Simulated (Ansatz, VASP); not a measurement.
**Ag: VASP and Ansatz over several settings**

```
CELL_PARAMETERS angstrom
0.00000 2.04275 2.04275
2.04275 0.00000 2.04275
2.04275 2.04275 0.00000
ATOMIC_POSITIONS crystal
Ag 0.00000 0.00000 0.00000
```

Single points on this cell with VASP 6.6.1 and Ansatz 0.2.0. Each row is one pair of runs. Alike in all rows: smearing: fermi-dirac, width 0.05 eV; VASP's potentials, cutoff: VASP PAW PBE potentials, release 64 (Ag), 520 eV.

| level | spin | k mesh | Ansatz's potentials, cutoff | gap on the k mesh at the Fermi level (eV), VASP | gap on the k mesh at the Fermi level (eV), Ansatz | pressure (GPa), VASP | pressure (GPa), Ansatz |
| --- | --- | --- | --- | --- | --- | --- | --- |
| BLYP+D3(BJ) | off | 11 × 11 × 11 | Ansatz PAW, 420 eV | none | none | -0.9 | -1.0 |
| PBE+D3(BJ) | off | 11 × 11 × 11 | Ansatz PAW, 420 eV | none | none | -1.5 | -1.3 |
| r2SCAN+D4 | off | 11 × 11 × 11 | Ansatz PAW, 500 eV | none | none | -0.3 | -0.4 |
| HF | off | 6 × 6 × 6 | Ansatz PAW, 420 eV | none | none | 19.6 | 20.3 |
| HSE06 | non-collinear, zero start, SOC | 5 × 5 × 5 | Ansatz PAW, 420 eV | - | - | 2.6 | 2.6 |

Pressure (GPa): the two programs differ by at most 0.64.

VASP's potentials hold 11 valence electrons a cell and Ansatz's 19, so a difference there can come from the potentials and not from the codes.

A gap of «none» marks a metal or a gap that the smearing closes.

The k mesh is coarse in some rows, so the values compare programs but aren't converged.
